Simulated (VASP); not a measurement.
# TePb (Fm-3m) in VASP: single point with PBEsol

Aim: the single point of TePb with PBEsol.

All numbers are computed with VASP 6.6.1; they aren't measurements. Logs are shortened: lines on timing, memory, paths and dates and some standing lists are left out, and cuts for length are marked.

**1. The cell of the first run**

Symmetry: Fm-3m, No. 225, cubic system. The conventional cell has a = 6.446 Å, b = 6.446 Å, c = 6.446 Å, α = 90.00°, β = 90.00°, γ = 90.00°. Within 4.2 Å of Te (site symmetry m-3m) lie 6 Pb at 3.22 Å. Within 4.2 Å of Pb (site symmetry m-3m) lie 6 Te at 3.22 Å.

**2. Single point, PBEsol**

Input file INCAR:

```
PREC     = Accurate       # precision mode
ENCUT    = 520            # plane-wave cutoff, eV
EDIFF    = 1E-6           # SCF threshold, eV
ISMEAR   = 0              # smearing method
SIGMA    = 0.02           # smearing width, eV
LREAL    = False          # projectors in reciprocal space
LASPH    = True           # aspherical terms in the spheres
NELM     = 100            # most SCF steps
ALGO     = Normal         # electronic algorithm
ISIF     = 2              # what is computed and relaxed
LWAVE    = False          # write WAVECAR
LCHARG   = False          # write CHGCAR
GGA      = PS             # functional
NBANDS   = 17             # bands
```

Input file KPOINTS:

```
regular mesh
0
Gamma
  6 6 6
```

Input file POSCAR:

```
TePb
1.0
    0.0000000000      3.2227524450      3.2227524450
    3.2227524450      0.0000000000      3.2227524450
    3.2227524450      3.2227524450      0.0000000000
Te Pb
1 1
Direct
    0.0000000000      0.0000000000      0.0000000000
    0.5000000000      0.5000000000      0.5000000000
```

Potentials or basis: VASP PAW PBE potentials, release 64 (Te, Pb_d).

Launch:

```console
$ cat potpaw_PBE.64/Te/POTCAR potpaw_PBE.64/Pb_d/POTCAR > POTCAR
$ mpirun -np 1 vasp_std > vasp.out
```

OUTCAR:

```text
PREC = Accurate
   ENCUT = 520
   EDIFF = 1E-6
   ISMEAR = 0
   LREAL = False
   LASPH = True
   NELM = 100
   ISIF = 2
   GGA = PS

 ion  position               nearest neighbor table
   1  0.000  0.000  0.000-   2 3.22   2 3.22   2 3.22   2 3.22   2 3.22   2 3.22
   2  0.500  0.500  0.500-   1 3.22   1 3.22   1 3.22   1 3.22   1 3.22   1 3.22

  LATTYP: Found a face centered cubic cell.
 ALAT       =     6.4455048900

  Lattice vectors:

 A1 = (   0.0000000000,   3.2227524450,   3.2227524450)
 A2 = (   3.2227524450,   0.0000000000,   3.2227524450)
 A3 = (   3.2227524450,   3.2227524450,   0.0000000000)

Analysis of symmetry for initial positions (statically):
=====================================================================
 Subroutine PRICEL returns:
 Original cell was already a primitive cell.

 Routine SETGRP: Setting up the symmetry group for a
 face centered cubic supercell.

 Subroutine GETGRP returns: Found 48 space group operations
 (whereof 48 operations were pure point group operations)
 out of a pool of 48 trial point group operations.

The static configuration has the point symmetry O_h .

Analysis of symmetry for dynamics (positions and initial velocities):
=====================================================================
 Subroutine PRICEL returns:
 Original cell was already a primitive cell.

 Routine SETGRP: Setting up the symmetry group for a
 face centered cubic supercell.

 Subroutine GETGRP returns: Found 48 space group operations
 (whereof 48 operations were pure point group operations)
 out of a pool of 48 trial point group operations.

The dynamic configuration has the point symmetry O_h .

 Subroutine INISYM returns: Found 48 space group operations
 (whereof 48 operations are pure point group operations),
 and found     1 'primitive' translations

----------------------------------------------------------------------------------------

                                     Primitive cell

  volume of cell :      66.9439

  direct lattice vectors                    reciprocal lattice vectors
     0.000000000  3.222752445  3.222752445    -0.155146884  0.155146884  0.155146884
     3.222752445  0.000000000  3.222752445     0.155146884 -0.155146884  0.155146884
     3.222752445  3.222752445  0.000000000     0.155146884  0.155146884 -0.155146884

  length of vectors
     4.557660216  4.557660216  4.557660216     0.268722286  0.268722286  0.268722286

  position of ions in fractional coordinates (direct lattice)
     0.000000000  0.000000000  0.000000000
     0.500000000  0.500000000  0.500000000

  ion indices of the primitive-cell ions
   primitive index   ion index
                 1           1
                 2           2

----------------------------------------------------------------------------------------

 KPOINTS: regular mesh

Automatic generation of k-mesh.
 Grid dimensions read from file:
 generate k-points for:    6    6    6

 Generating k-lattice:

  Cartesian coordinates                     Fractional coordinates (reciprocal lattice)
    -0.025857814  0.025857814  0.025857814     0.166666667  0.000000000  0.000000000
     0.025857814 -0.025857814  0.025857814     0.000000000  0.166666667  0.000000000
     0.025857814  0.025857814 -0.025857814     0.000000000  0.000000000  0.166666667

  Length of vectors
     0.044787048  0.044787048  0.044787048

  Shift w.r.t. Gamma in fractional coordinates (k-lattice)
     0.000000000  0.000000000  0.000000000

 Subroutine IBZKPT returns following result:
 ===========================================

 Found     16 irreducible k-points:

 Following reciprocal coordinates:
            Coordinates               Weight
  0.000000  0.000000  0.000000      1.000000
  0.166667  0.000000  0.000000      8.000000
  0.333333  0.000000  0.000000      8.000000
  0.500000  0.000000  0.000000      4.000000
  0.166667  0.166667  0.000000      6.000000
  0.333333  0.166667  0.000000     24.000000
[... 8 lines left out ...]
 -0.333333  0.333333  0.166667     24.000000
 -0.333333  0.500000  0.166667     12.000000
   k-points           NKPTS =     16   k-points in BZ     NKDIM =     16   number of bands    NBANDS=     17
   number of dos      NEDOS =    301   number of ions     NIONS =      2
   total plane-waves  NPLWV =  46656
   dimension x,y,z NGX =    36 NGY =   36 NGZ =   36
   dimension x,y,z NGXF=    72 NGYF=   72 NGZF=   72
   ions per type =               1   1
   NGX,Y,Z   is equivalent  to a cutoff of  13.13, 13.13, 13.13 a.u.
   NGXF,Y,Z  is equivalent  to a cutoff of  26.26, 26.26, 26.26 a.u.
 SYSTEM =  unknown system
   PREC   = accura    normal or accurate (medium, high low for compatibility)
   ISTART =      0    job   : 0-new  1-cont  2-samecut
   ICHARG =      2    charge: 1-file 2-atom 10-const
   ISPIN  =      1    spin polarized calculation?
   LNONCOLLINEAR =      F non collinear calculations
   LSORBIT =      F    spin-orbit coupling
   LASPH  =      T    aspherical Exc in radial PAW
   ENCUT  =  520.0 eV  38.22 Ry    6.18 a.u.   8.47  8.47  8.47*2*pi/ulx,y,z
   NELM   =    100;   NELMIN=  2; NELMDL= -5     # of ELM steps
   EDIFF  = 0.1E-05   stopping-criterion for ELM
   LREAL  =      F    real-space projection
   EDIFFG = 0.1E-04   stopping-criterion for IOM
   NSW    =      0    number of steps for IOM
   IBRION =     -1    ionic relax: 0-MD 1-quasi-New 2-CG
   NFREE  =      0    steps in history (QN), initial steepest desc. (CG)
   ISIF   =      2    stress and relaxation
   ISYM   =      2    0-nonsym 1-usesym 2-fastsym
   POTIM  = 0.5000    time-step for ionic-motion
   TEBEG  =    0.0;   TEEND  =   0.0 temperature during run
   PSTRESS=    0.0 pullay stress
   NELECT =      20.0000    total number of electrons
   NUPDOWN=      -1.0000    fix difference up-down
   EMIN   =  10.00;   EMAX   =-10.00  energy-range for DOS
   EFERMI =   0.00;   METHOD = LEGACY
   ISMEAR =     0;   SIGMA  =   0.02  broadening in eV -4-tet -1-fermi 0-gaus
   EFERMI_NEDOS =   21; number of points for ismear=-14 and -15
   IALGO  =     38    algorithm
   IMIX   =      4    mixing-type and parameters
     AMIX     =   0.40;   BMIX     =  1.00
     AMIX_MAG =   1.60;   BMIX_MAG =  1.00
  volume/ion in A,a.u.               =      33.47       225.88
  Fermi-wavevector in a.u.,A,eV,Ry     =   1.094413  2.068141 16.296238  1.197740
  Thomas-Fermi vector in A             =   2.230717
   LORBIT       =      0    0 simple, 1 ext, 2 COOP (PROOUT), +10 PAW based schemes
   GGA     = PS    functional components
   LHFCALC =     F    Hartree Fock is set to
   AEXX    =    0.0000 exact exchange contribution
   IVDW    =     0    specifies the selected vdW correction
   LEPSILON=     F    determine dielectric tensor
   LRPA    =     F    only Hartree local field effects (RPA)
 non-spin polarized calculation
 Gauss-broadening in eV      SIGMA  =   0.02
  energy-cutoff  :      520.00
  volume of cell :       66.94
 maximum number of plane-waves:      1820
 NGX is ok and might be reduce to    36
   NGX = 17   NGY = 17   NGZ = 17

 number of electron      20.0000002 magnetization

 Free energy of the ion-electron system (eV)
  ---------------------------------------------------
  ext. energy  EPLUGINS =         0.00000000
  ---------------------------------------------------
  free energy    TOTEN  =        -8.26004628 eV

  energy without entropy =       -8.26004628  energy(sigma->0) =       -8.26004628

 E-fermi :   5.6867     XC(G=0):  -9.5050

 val. band max:        5.5597079439   @ k =   0.5000   0.0000   0.0000
 cond. band min:       6.2117415994   @ k =   0.5000   0.0000   0.0000
 fundamental gap:      0.6520336555
 Fermi energy:         5.6866787749

 k-point     1 :       0.0000    0.0000    0.0000
  band No.  band energies     occupation
      1     -11.0834      2.00000
      2     -11.0834      2.00000
      3     -11.0719      2.00000
      4     -11.0719      2.00000
      5     -11.0719      2.00000
      6      -6.5387      2.00000
[... 9 lines left out ...]
     16      11.2994      0.00000
     17      12.7658      0.00000

 k-point     2 :       0.1667    0.0000    0.0000
  band No.  band energies     occupation
      1     -11.0869      2.00000
      2     -11.0869      2.00000
      3     -11.0712      2.00000
      4     -11.0678      2.00000
      5     -11.0678      2.00000
      6      -6.2989      2.00000
[... 9 lines left out ...]
     16      11.8124      0.00000
     17      14.4660      0.00000

 k-point     3 :       0.3333    0.0000    0.0000
  band No.  band energies     occupation
      1     -11.0949      2.00000
      2     -11.0949      2.00000
      3     -11.0701      2.00000
      4     -11.0585      2.00000
      5     -11.0585      2.00000
      6      -5.6430      2.00000
[... 9 lines left out ...]
     16      13.1845      0.00000
     17      16.5168      0.00000

 k-point     4 :       0.5000    0.0000    0.0000
  band No.  band energies     occupation
      1     -11.0991      2.00000
      2     -11.0991      2.00000
      3     -11.0696      2.00000
      4     -11.0536      2.00000
      5     -11.0536      2.00000
      6      -5.0772      2.00000
[... 9 lines left out ...]
     16      14.7959      0.00000
     17      14.7959      0.00000
[... 183 lines left out ...]
      1     -11.1189      2.00000
      2     -11.0853      2.00000
      3     -11.0718      2.00000
      4     -11.0557      2.00000
      5     -11.0519      2.00000
      6      -5.1632      2.00000
[... 9 lines left out ...]
     16      14.5868      0.00000
     17      15.0978      0.00000

 k-point    15 :      -0.3333    0.3333    0.1667
  band No.  band energies     occupation
      1     -11.1224      2.00000
      2     -11.0883      2.00000
      3     -11.0644      2.00000
      4     -11.0618      2.00000
      5     -11.0480      2.00000
      6      -4.7715      2.00000
[... 9 lines left out ...]
     16      15.8097      0.00000
     17      15.9559      0.00000

 k-point    16 :      -0.3333    0.5000    0.1667
  band No.  band energies     occupation
      1     -11.1363      2.00000
      2     -11.0808      2.00000
      3     -11.0734      2.00000
      4     -11.0544      2.00000
      5     -11.0443      2.00000
      6      -4.7021      2.00000
[... 9 lines left out ...]
     16      16.2995      0.00000
     17      17.1094      0.00000

------------------------ aborting loop because EDIFF is reached ----------------------------------------

  FORCE on cell =-STRESS in cart. coord.  units (eV):
  Direction    XX          YY          ZZ          XY          YZ          ZX
  --------------------------------------------------------------------------------------
  -------------------------------------------------------------------------------------
  Total       -0.0331461     -0.0331461     -0.0331461     -0.0000000      0.0000000     -0.0000000
  in kB       -0.7932892     -0.7932892     -0.7932892     -0.0000000      0.0000000     -0.0000000
  external PRESSURE =      -0.7932892 kB  Pullay stress =       0.0000000 kB

 VOLUME and BASIS-vectors are now :
 -----------------------------------------------------------------------------
  energy-cutoff  :      520.00
  volume of cell :       66.94
      direct lattice vectors                 reciprocal lattice vectors
     0.000000000  3.222752445  3.222752445    -0.155146884  0.155146884  0.155146884
     3.222752445  0.000000000  3.222752445     0.155146884 -0.155146884  0.155146884
     3.222752445  3.222752445  0.000000000     0.155146884  0.155146884 -0.155146884

 POSITION                                       TOTAL-FORCE (eV/Angst)
 -----------------------------------------------------------------------------------
      0.00000      0.00000      0.00000         0.000000      0.000000     -0.000000
      3.22275      3.22275      3.22275        -0.000000     -0.000000      0.000000
 -----------------------------------------------------------------------------------
    total drift:                                0.000000      0.000000      0.000000

  FREE ENERGIE OF THE ION-ELECTRON SYSTEM (eV)
  ---------------------------------------------------
  free  energy   TOTEN  =        -8.2600462845 eV

  energy  without entropy=       -8.2600462845  energy(sigma->0) =       -8.26004628
```

Run time: 18 s. Hardware: 1 thread of AMD EPYC 7R13 (Zen 3), shared host; peak memory 0.17 GiB.

Results:

| Property | Result |
| --- | --- |
| Free energy | -8.2600 eV |
| Pressure | -0.1 GPa |
| Band gap on the k mesh | 0.65 eV, direct |

Levels at points of the mesh, in eV from the valence-band top:
```csv
k point,band 6,band 7,band 8,band 9,band 10,band 11,band 12,band 13,band 14,band 15
"(0.00, 0.00, 0.00)",-12.10,-5.60,-1.36,-1.36,-1.36,4.07,4.07,4.07,5.74,5.74
"(0.50, 0.00, 0.00)",-10.64,-8.65,-0.90,-0.90,0.00,0.65,1.23,1.23,8.30,9.21
"(0.50, 0.50, 0.00)",-10.38,-7.32,-4.58,-2.85,-2.85,3.18,5.49,5.49,6.73,10.14
```

Caveat: the PAW data sets were made with another functional, which shifts forces and pressure a little; spin-orbit coupling is left out, which moves the levels of the heavy elements. A k mesh can miss the band edges.
